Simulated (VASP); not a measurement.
Set up this calculation in VASP 6.6.1, as the native input.

| Item | Value |
| --- | --- |
| Task | single point |
| Functional | r2SCAN |
| Potentials or basis | VASP PAW PBE potentials, release 64 (Na_pv, F) |
| Cutoff | 520 eV |
| k mesh | 8 × 8 × 8 |
| Occupations | gaussian, width 0.05 eV |
| Spin | no spin polarisation |
| Dipole correction | no |
| Further INCAR settings | ALGO = Normal; EDIFF = 1e-06; NBANDS = 14 |

NaF:

```
Na F
1.0
     0.00000    2.32330    2.35815
     2.32330    0.00000    2.35815
     2.32330    2.32330    0.00000
Na F
1 1
Direct
  0.00000 0.00000 0.00000
  0.50000 0.50000 0.50000
```

This cell differs from its parent crystal: strain +0.000 along x and y, +0.015 along z.

One way to write it, as run:

POSCAR

```
NaF
1.0
    0.0000000000      2.3233000000      2.3581495000
    2.3233000000      0.0000000000      2.3581495000
    2.3233000000      2.3233000000      0.0000000000
Na F
1 1
Direct
    0.0000000000      0.0000000000      0.0000000000
    0.5000000000      0.5000000000      0.5000000000
```

INCAR.step1

```
SYSTEM = NaF
PREC     = Accurate       ! precision mode
ENCUT    = 520            ! plane-wave cutoff, eV
ISMEAR   = 0              ! smearing method
SIGMA    = 0.05           ! smearing width, eV
LREAL    = .False.        ! projectors in reciprocal space
LASPH    = .True.         ! aspherical terms in the spheres
NELM     = 60             ! most SCF steps
NBANDS   = 14             ! bands
GGA      = PE             ! functional
ALGO     = Normal         ! electronic algorithm
EDIFF    = 1E-4           ! SCF threshold, eV
LWAVE    = .True.         ! write WAVECAR
LCHARG   = .False.        ! write CHGCAR
```

INCAR.step2

```
SYSTEM = NaF
PREC     = Accurate       ! precision mode
ENCUT    = 520            ! plane-wave cutoff, eV
EDIFF    = 1E-6           ! SCF threshold, eV
ISMEAR   = 0              ! smearing method
SIGMA    = 0.05           ! smearing width, eV
LREAL    = .False.        ! projectors in reciprocal space
LASPH    = .True.         ! aspherical terms in the spheres
NELM     = 60             ! most SCF steps
ALGO     = Normal         ! electronic algorithm
ISIF     = 2              ! what is computed and relaxed
LWAVE    = .False.        ! write WAVECAR
LCHARG   = .False.        ! write CHGCAR
METAGGA  = R2SCAN         ! meta-GGA
LMIXTAU  = .True.       
NBANDS   = 14             ! bands
ISTART   = 1
```

KPOINTS

```
Automatic mesh
0
Gamma
  8 8 8
  0 0 0
```

Potentials or basis: VASP PAW PBE potentials, release 64 (Na_pv, F).

Launch:

```sh
$ cat potpaw_PBE.64/Na_pv/POTCAR potpaw_PBE.64/F/POTCAR > POTCAR
$ cp INCAR.step1 INCAR
$ mpirun -np 1 vasp_std > vasp.out
$ cp INCAR.step2 INCAR
$ mpirun -np 1 vasp_std > vasp.out
```

Results of the run:

* Pressure: -2.8 GPa
* Band gap on the k mesh: 7.04 eV, direct

Caveat: the cell differs from its parent crystal (strain +0.000 along x and y, +0.015 along z); the PAW data sets were made with another functional, which shifts forces and pressure a little.

It took 65 s on 1 thread of Intel(R) Xeon(R) Platinum 8259CL CPU @ 2.50GHz (Skylake/Cascade Lake), on a shared host, peak memory 0.16 GiB.
